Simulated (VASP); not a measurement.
## Zn9O8 (a cell with a defect): single point with LDA

System: Zn9O8 (a cell with a defect).

```
Zn O
1.0
    -3.21900   -5.57547    0.00000
     4.82850   -2.78774    0.00000
     0.00000    0.00000    5.14890
Zn O
9 8
Direct
  0.49174 0.33193 0.00396
  0.49315 0.66507 0.48334
  0.25567 0.83861 0.99281
  0.25705 0.15998 0.49638
  0.02309 0.31174 0.00001
  0.00533 0.66268 0.41325
  0.73873 0.86260 0.01704
  0.75159 0.17460 0.48419
  0.78652 0.53234 0.73177
  0.49331 0.33144 0.37104
  0.49844 0.66864 0.88441
  0.25694 0.83513 0.37634
  0.26142 0.15948 0.86769
  0.01559 0.30605 0.36336
  0.00049 0.67123 0.97779
  0.73712 0.85375 0.38101
  0.75037 0.17401 0.88338
```

```
Program                : VASP 6.6.1
Task                   : single point
Functional             : LDA
Potentials or basis    : VASP PAW LDA potentials, release 64 (Zn, O)
Cutoff                 : 520 eV
k mesh                 : 2 × 2 × 2
Occupations            : gaussian, width 0.05 eV
Spin                   : no spin polarisation
Dipole correction      : no
Further INCAR settings : LREAL = Auto; ALGO = Normal; EDIFF = 1e-07; NBANDS = 92
```

| Item | Value |
| --- | --- |
| Pressure | 14.8 GPa |
| Largest force | 0.630 eV/Å |
| Band gap on the k mesh | 0.21 eV |

Forces on the atoms (eV/Å):
```
Zn   0.005 -0.064 -0.032
Zn  -0.050 -0.029  0.059
Zn  -0.019 -0.017 -0.015
Zn  -0.081 -0.003  0.007
Zn  -0.094  0.068 -0.100
Zn   0.014  0.149 -0.418
Zn   0.126  0.080 -0.036
Zn   0.097 -0.049  0.050
Zn   0.016 -0.332 -0.042
O    0.030 -0.013  0.031
O   -0.022  0.024 -0.060
O   -0.020 -0.017  0.033
O   -0.067 -0.048 -0.036
O   -0.153  0.081 -0.013
O    0.014  0.072  0.626
O    0.135  0.107  0.040
O    0.069 -0.009 -0.092
```

Stress tensor (GPa, compression positive):
```
14.79 -0.21  0.08
-0.21 11.97 -0.28
 0.08 -0.28 17.62
```

Levels at points of the mesh, in eV from the valence-band top:
```tsv
k point	band 76	band 77	band 78	band 79	band 80	band 81
(0.00, 0.00, 0.00)	-2.49	-2.46	-2.33	1.54	2.25	2.49
(0.50, 0.00, 0.00)	-2.88	-2.83	-0.67	0.21	2.50	3.31
(0.00, 0.50, 0.00)	-2.89	-2.83	-0.41	0.52	2.03	2.65
(0.50, 0.50, 0.00)	-3.22	-3.14	0.00	1.37	1.44	2.05
(0.00, 0.00, 0.50)	-2.74	-2.68	-0.38	0.44	2.19	2.36
(0.50, 0.00, 0.50)	-3.26	-3.08	-0.10	1.41	1.64	2.19
(0.00, 0.50, 0.50)	-3.32	-3.20	-0.34	1.60	1.69	1.89
(0.50, 0.50, 0.50)	-3.45	-3.16	-0.21	1.78	2.14	2.43
```

Wall time 2.7 min on 1 thread of AMD EPYC 9R45 96-Core Processor (Zen 5), with other jobs on the host, peak memory 0.24 GiB.

Caveat: the k points lie up to 0.61 Å⁻¹ apart.
